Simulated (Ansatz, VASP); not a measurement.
Given: the input of a run of VASP 6.6.1 on TiCo.

Contents of INCAR:

```
PREC = Accurate
ENCUT = 520
EDIFF = 1E-7
ISMEAR = -1
SIGMA = 0.05
LREAL = False
LASPH = True
NELM = 150
ALGO = Normal
ISIF = 2
LWAVE = False
LCHARG = False
ISPIN = 2
MAGMOM = 2 1
LORBIT = 11
LMAXMIX = 4
GGA = PS
NBANDS = 22
```

File KPOINTS:

```
regular mesh
0
Gamma
  9 9 9
```

Contents of POSCAR:

```
TiCo
1.0
    2.9251528449      0.0000000000      0.0000000000
    0.0000000000      2.9251528449      0.0000000000
    0.0000000000      0.0000000000      2.9251528449
Co Ti
1 1
Direct
    0.5000000000      0.5000000000      0.5000000000
    0.0000000000      0.0000000000      0.0000000000
```

Potentials or basis: VASP PAW PBE potentials, release 64 (Co, Ti_sv).

Launch:

```console
$ cat potpaw_PBE.64/Co/POTCAR potpaw_PBE.64/Ti_sv/POTCAR > POTCAR
$ mpirun -np 1 vasp_std > vasp.out
```

Q: Set up the same calculation for Ansatz 0.2.0. Potentials there: all-electron LAPW, scalar-relativistic.

A: As run (the cutoff follows the program's own potentials):

Contents of input.yaml:

```yaml
crystal:
  lattice:
    - [2.9251528449, 0.0, 0.0]
    - [0.0, 2.9251528449, 0.0]
    - [0.0, 0.0, 2.9251528449]
  atoms:
    - { symbol: Co, position: [0.5, 0.5, 0.5], spin: 2.0 }
    - { symbol: Ti, position: [0.0, 0.0, 0.0], spin: 1.0 }
kpoints:
  mp_grid: { grid: [9, 9, 9] }
scf:
  occupations: { method: fermi_dirac, width: 0.05 }
hamiltonian:
  xc: pbesol
  pseudopotentials: { kind: all_electron, lapw: { basis_error: 0.0005 } }
magnetization:
  spin_polarized: true
output:
  forces: true
  stress: true
  eigenvalues: true
```

Potentials or basis: all-electron LAPW, scalar-relativistic.

Launch:

```bash
$ ansatz run input.yaml --threads 2 --pin off --max-ram 6144MiB --backend cpu --events-out ev --progress --plain --runs-dir out
```

Both were run:

|  | VASP | Ansatz | Ansatz less VASP |
| --- | --- | --- | --- |
| gap on the k mesh at the Fermi level (eV) | none | none | - |
| pressure (GPa) | 1.9 | 2.5 | +0.58 |
| net moment per atom (μB) | 0.28 | 0.30 | +0.025 |
| size of the moment on the site where the two differ most (μB) | 0.59 | 0.65 | +0.060 |

VASP's potentials were made for PBE, not for PBEsol. Site moments also hang on the region over which each program counts them. A gap of «none» marks a metal or a gap that the smearing closes. Ansatz ran all-electron here, and VASP with PAW potentials.
